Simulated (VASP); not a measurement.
# CdSe (P6_3mc) in VASP: single point with LDA

Aim: the single point of CdSe with LDA.

All numbers are computed with VASP 6.6.1; they aren't measurements. Logs are shortened: lines on timing, memory, paths and dates and some standing lists are left out, and cuts for length are marked.

## 1. The cell of the first run

The structure is hexagonal, space group P6_3mc (No. 186). Conventional cell: a = 4.247 Å, b = 4.247 Å, c = 6.942 Å, α = 90.00°, β = 90.00°, γ = 120.00°. Within 3.4 Å of Cd (site symmetry 3m) lie 4 Se at 2.60 to 2.61 Å. Se (site symmetry 3m) has 4 Cd at 2.60 to 2.61 Å within 3.4 Å.

## 2. Single point, LDA

Contents of INCAR:

```
PREC = Accurate
ENCUT = 520
EDIFF = 1E-7
ISMEAR = 0
SIGMA = 0.02
LREAL = False
LASPH = True
NELM = 60
ALGO = Normal
ISIF = 2
LWAVE = False
LCHARG = False
GGA = CA
NBANDS = 26
```

Contents of KPOINTS:

```
regular mesh
0
Gamma
  15 15 8
```

Contents of POSCAR:

```
CdSe
1.0
    4.2474738303      0.0000000000      0.0000000000
   -2.1237369151      3.6784202389      0.0000000000
    0.0000000000      0.0000000000      6.9418469156
Cd Se
2 2
Direct
    0.6666666667      0.3333333333      0.5002621247
    0.3333333333      0.6666666667      1.0002621247
    0.6666666667      0.3333333333      0.8755978753
    0.3333333333      0.6666666667      0.3755978753
```

Potentials or basis: VASP PAW LDA potentials, release 64 (Cd, Se).

Run with:

```bash
cat potpaw_LDA.64/Cd/POTCAR potpaw_LDA.64/Se/POTCAR > POTCAR
mpirun -np 1 vasp_std > vasp.out
```

OUTCAR:

```text
PREC = Accurate
   ENCUT = 520
   EDIFF = 1E-7
   ISMEAR = 0
   LREAL = False
   LASPH = True
   NELM = 60
   ISIF = 2
   GGA = CA

 ion  position               nearest neighbor table
   1  0.667  0.333  0.500-   4 2.60   4 2.60   4 2.60   3 2.61
   2  0.333  0.667  0.000-   3 2.60   3 2.60   3 2.60   4 2.61
   3  0.667  0.333  0.876-   2 2.60   2 2.60   2 2.60   1 2.61
   4  0.333  0.667  0.376-   1 2.60   1 2.60   1 2.60   2 2.61

  LATTYP: Found a hexagonal cell.
 ALAT       =     4.2474738303
 C/A-ratio  =     1.6343471892

  Lattice vectors:

 A1 = (   4.2474738303,   0.0000000000,   0.0000000000)
 A2 = (  -2.1237369151,   3.6784202389,   0.0000000000)
 A3 = (   0.0000000000,   0.0000000000,   6.9418469156)

Analysis of symmetry for initial positions (statically):
=====================================================================
 Subroutine PRICEL returns:
 Original cell was already a primitive cell.

 Routine SETGRP: Setting up the symmetry group for a
 hexagonal supercell.

 Subroutine GETGRP returns: Found 12 space group operations
 (whereof  6 operations were pure point group operations)
 out of a pool of 24 trial point group operations.

The static configuration has the point symmetry C_3v.
 The point group associated with its full space group is C_6v.

Analysis of symmetry for dynamics (positions and initial velocities):
=====================================================================
 Subroutine PRICEL returns:
 Original cell was already a primitive cell.

 Routine SETGRP: Setting up the symmetry group for a
 hexagonal supercell.

 Subroutine GETGRP returns: Found 12 space group operations
 (whereof  6 operations were pure point group operations)
 out of a pool of 24 trial point group operations.

The dynamic configuration has the point symmetry C_3v.
 The point group associated with its full space group is C_6v.

 Subroutine INISYM returns: Found 12 space group operations
 (whereof  6 operations are pure point group operations),
 and found     1 'primitive' translations

----------------------------------------------------------------------------------------

                                     Primitive cell

  volume of cell :     108.4594

  direct lattice vectors                    reciprocal lattice vectors
     4.247473830  0.000000000  0.000000000     0.235434058  0.135927917  0.000000000
    -2.123736915  3.678420239  0.000000000     0.000000000  0.271855833  0.000000000
     0.000000000  0.000000000  6.941846916     0.000000000  0.000000000  0.144053883

  length of vectors
     4.247473830  4.247473830  6.941846916     0.271855833  0.271855833  0.144053883

  position of ions in fractional coordinates (direct lattice)
     0.666666667  0.333333333  0.500262125
     0.333333333  0.666666667  0.000262125
     0.666666667  0.333333333  0.875597875
     0.333333333  0.666666667  0.375597875

  ion indices of the primitive-cell ions
   primitive index   ion index
                 1           1
                 2           2
                 3           3
                 4           4

----------------------------------------------------------------------------------------

 KPOINTS: regular mesh

Automatic generation of k-mesh.
 Grid dimensions read from file:
 generate k-points for:   15   15    8

 Generating k-lattice:

  Cartesian coordinates                     Fractional coordinates (reciprocal lattice)
     0.015695604  0.009061861  0.000000000     0.066666667 -0.000000000  0.000000000
     0.000000000  0.018123722  0.000000000     0.000000000  0.066666667  0.000000000
     0.000000000  0.000000000  0.018006735     0.000000000  0.000000000  0.125000000

  Length of vectors
     0.018123722  0.018123722  0.018006735

  Shift w.r.t. Gamma in fractional coordinates (k-lattice)
     0.000000000  0.000000000  0.000000000

 Subroutine IBZKPT returns following result:
 ===========================================

 Found    135 irreducible k-points:

 Following reciprocal coordinates:
            Coordinates               Weight
  0.000000  0.000000  0.000000      1.000000
  0.066667  0.000000  0.000000      6.000000
  0.133333 -0.000000  0.000000      6.000000
  0.200000  0.000000  0.000000      6.000000
  0.266667 -0.000000  0.000000      6.000000
  0.333333 -0.000000  0.000000      6.000000
[... 16 lines left out ...]
  0.333333  0.200000  0.000000     12.000000
  0.400000  0.200000  0.000000      6.000000
 [... further k-points ...]
   k-points           NKPTS =    135   k-points in BZ     NKDIM =    135   number of bands    NBANDS=     26
   number of dos      NEDOS =    301   number of ions     NIONS =      4
   total plane-waves  NPLWV =  55296
   dimension x,y,z NGX =    32 NGY =   32 NGZ =   54
   dimension x,y,z NGXF=    64 NGYF=   64 NGZF=  108
   ions per type =               2   2
   NGX,Y,Z   is equivalent  to a cutoff of  12.52, 12.52, 12.93 a.u.
   NGXF,Y,Z  is equivalent  to a cutoff of  25.05, 25.05, 25.86 a.u.
 SYSTEM =  unknown system
   PREC   = accura    normal or accurate (medium, high low for compatibility)
   ISTART =      0    job   : 0-new  1-cont  2-samecut
   ICHARG =      2    charge: 1-file 2-atom 10-const
   ISPIN  =      1    spin polarized calculation?
   LNONCOLLINEAR =      F non collinear calculations
   LSORBIT =      F    spin-orbit coupling
   LASPH  =      T    aspherical Exc in radial PAW
   ENCUT  =  520.0 eV  38.22 Ry    6.18 a.u.   7.90  7.90 12.91*2*pi/ulx,y,z
   NELM   =     60;   NELMIN=  2; NELMDL= -5     # of ELM steps
   EDIFF  = 0.1E-06   stopping-criterion for ELM
   LREAL  =      F    real-space projection
   EDIFFG = 0.1E-05   stopping-criterion for IOM
   NSW    =      0    number of steps for IOM
   IBRION =     -1    ionic relax: 0-MD 1-quasi-New 2-CG
   NFREE  =      0    steps in history (QN), initial steepest desc. (CG)
   ISIF   =      2    stress and relaxation
   ISYM   =      2    0-nonsym 1-usesym 2-fastsym
   POTIM  = 0.5000    time-step for ionic-motion
   TEBEG  =    0.0;   TEEND  =   0.0 temperature during run
   PSTRESS=    0.0 pullay stress
   NELECT =      36.0000    total number of electrons
   NUPDOWN=      -1.0000    fix difference up-down
   EMIN   =  10.00;   EMAX   =-10.00  energy-range for DOS
   EFERMI =   0.00;   METHOD = LEGACY
   ISMEAR =     0;   SIGMA  =   0.02  broadening in eV -4-tet -1-fermi 0-gaus
   EFERMI_NEDOS =   21; number of points for ismear=-14 and -15
   IALGO  =     38    algorithm
   IMIX   =      4    mixing-type and parameters
     AMIX     =   0.40;   BMIX     =  1.00
     AMIX_MAG =   1.60;   BMIX_MAG =  1.00
  volume/ion in A,a.u.               =      27.11       182.98
  Fermi-wavevector in a.u.,A,eV,Ry     =   1.133496  2.141997 17.480943  1.284813
  Thomas-Fermi vector in A             =   2.270199
   LORBIT       =      0    0 simple, 1 ext, 2 COOP (PROOUT), +10 PAW based schemes
   GGA     = CA    functional components
   LHFCALC =     F    Hartree Fock is set to
   AEXX    =    0.0000 exact exchange contribution
   IVDW    =     0    specifies the selected vdW correction
   LEPSILON=     F    determine dielectric tensor
   LRPA    =     F    only Hartree local field effects (RPA)
 non-spin polarized calculation
 Gauss-broadening in eV      SIGMA  =   0.02
  energy-cutoff  :      520.00
  volume of cell :      108.46
 maximum number of plane-waves:      2952
 NGX is ok and might be reduce to    32
   NGX = 15   NGY = 15   NGZ = 25

 number of electron      35.9999999 magnetization

 Free energy of the ion-electron system (eV)
  ---------------------------------------------------
  ext. energy  EPLUGINS =         0.00000000
  ---------------------------------------------------
  free energy    TOTEN  =       -13.51926884 eV

  energy without entropy =      -13.51926884  energy(sigma->0) =      -13.51926884

 E-fermi :   1.2551     XC(G=0):  -9.4480

 val. band max:        1.1253976439   @ k =   0.0000   0.0000   0.0000
 cond. band min:       1.6210099896   @ k =   0.0000   0.0000   0.0000
 fundamental gap:      0.4956123457
 Fermi energy:         1.2550705455

 k-point     1 :       0.0000    0.0000    0.0000
  band No.  band energies     occupation
      1     -11.7455      2.00000
      2     -11.3273      2.00000
      3      -6.9585      2.00000
      4      -6.9491      2.00000
      5      -6.9491      2.00000
      6      -6.8736      2.00000
[... 18 lines left out ...]
     25       8.0684      0.00000
     26       8.7303      0.00000

 k-point     2 :       0.0667    0.0000    0.0000
  band No.  band energies     occupation
      1     -11.7300      2.00000
      2     -11.3201      2.00000
      3      -6.9543      2.00000
      4      -6.9433      2.00000
      5      -6.9382      2.00000
      6      -6.8672      2.00000
[... 18 lines left out ...]
     25       8.1814      0.00000
     26       8.6364      0.00000

 k-point     3 :       0.1333   -0.0000    0.0000
  band No.  band energies     occupation
      1     -11.6854      2.00000
      2     -11.2999      2.00000
      3      -6.9397      2.00000
      4      -6.9275      2.00000
      5      -6.9078      2.00000
      6      -6.8475      2.00000
[... 18 lines left out ...]
     25       8.3924      0.00000
     26       8.5012      0.00000

 k-point     4 :       0.2000    0.0000    0.0000
  band No.  band energies     occupation
      1     -11.6178      2.00000
      2     -11.2714      2.00000
      3      -6.9188      2.00000
      4      -6.9060      2.00000
      5      -6.8578      2.00000
      6      -6.8114      2.00000
[... 18 lines left out ...]
     25       8.1651      0.00000
     26       8.9802      0.00000
[... 496 lines left out ...]
      1     -11.3654      2.00000
      2     -11.2018      2.00000
      3      -6.8815      2.00000
      4      -6.8275      2.00000
      5      -6.7300      2.00000
      6      -6.7125      2.00000
[... 18 lines left out ...]
     25       8.6552      0.00000
     26       9.6566      0.00000

 k-point    23 :       0.3333    0.2000    0.0000
  band No.  band energies     occupation
      1     -11.3115      2.00000
      2     -11.2023      2.00000
      3      -6.8823      2.00000
      4      -6.8105      2.00000
      5      -6.7120      2.00000
      6      -6.6947      2.00000
[... 18 lines left out ...]
     25       8.9525      0.00000
     26       9.5868      0.00000

 k-point    24 :       0.4000    0.2000    0.0000
  band No.  band energies     occupation
      1     -11.2886      2.00000
      2     -11.2063      2.00000
      3      -6.8828      2.00000
      4      -6.8047      2.00000
      5      -6.7048      2.00000
      6      -6.6879      2.00000
[... 18 lines left out ...]
     25       9.2811      0.00000
     26       9.8271      0.00000

 [... further k-points ...]

------------------------ aborting loop because EDIFF is reached ----------------------------------------

  FORCE on cell =-STRESS in cart. coord.  units (eV):
  Direction    XX          YY          ZZ          XY          YZ          ZX
  --------------------------------------------------------------------------------------
  -------------------------------------------------------------------------------------
  Total        0.3306497      0.3306497      0.3313663      0.0000000     -0.0000000      0.0000000
  in kB        4.8844053      4.8844053      4.8949896      0.0000000     -0.0000000      0.0000000
  external PRESSURE =       4.8879334 kB  Pullay stress =       0.0000000 kB

 VOLUME and BASIS-vectors are now :
 -----------------------------------------------------------------------------
  energy-cutoff  :      520.00
  volume of cell :      108.46
      direct lattice vectors                 reciprocal lattice vectors
     4.247473830  0.000000000  0.000000000     0.235434058  0.135927917  0.000000000
    -2.123736915  3.678420239  0.000000000     0.000000000  0.271855833  0.000000000
     0.000000000  0.000000000  6.941846916     0.000000000  0.000000000  0.144053883

 POSITION                                       TOTAL-FORCE (eV/Angst)
 -----------------------------------------------------------------------------------
      2.12374      1.22614      3.47274         0.000000     -0.000000      0.002158
     -0.00000      2.45228      0.00182        -0.000000     -0.000000      0.002158
      2.12374      1.22614      6.07827        -0.000000      0.000000     -0.002158
     -0.00000      2.45228      2.60734        -0.000000     -0.000000     -0.002158
 -----------------------------------------------------------------------------------
    total drift:                               -0.000000      0.000000      0.000042

  FREE ENERGIE OF THE ION-ELECTRON SYSTEM (eV)
  ---------------------------------------------------
  free  energy   TOTEN  =       -13.5192688439 eV

  energy  without entropy=      -13.5192688439  energy(sigma->0) =      -13.51926884
```

Wall time 10 min (1 thread of AMD EPYC, shared host); peak memory 0.4 GiB.

What came out:

- Free energy: -13.5193 eV
- Pressure: 0.5 GPa
- Band gap on the k mesh: 0.50 eV

Forces in eV/Å, atoms in the order of the input:
```
Cd   0.000  0.000  0.002
Cd   0.000  0.000  0.002
Se   0.000  0.000 -0.002
Se   0.000  0.000 -0.002
```

Levels at points of the mesh, in eV from the valence-band top:
| k point | band 14 | band 15 | band 16 | band 17 | band 18 | band 19 | band 20 | band 21 | band 22 | band 23 |
| --- | --- | --- | --- | --- | --- | --- | --- | --- | --- | --- |
| (0.00, 0.00, 0.00) | -0.83 | -0.83 | -0.07 | 0.00 | 0.00 | 0.50 | 2.05 | 5.72 | 5.72 | 5.99 |
| (0.00, 0.00, 0.50) | -2.85 | -0.44 | -0.44 | -0.44 | -0.44 | 2.25 | 2.25 | 5.73 | 5.73 | 6.14 |

Caveat: an odd mesh through Γ misses points on the zone boundary, where band edges can lie.
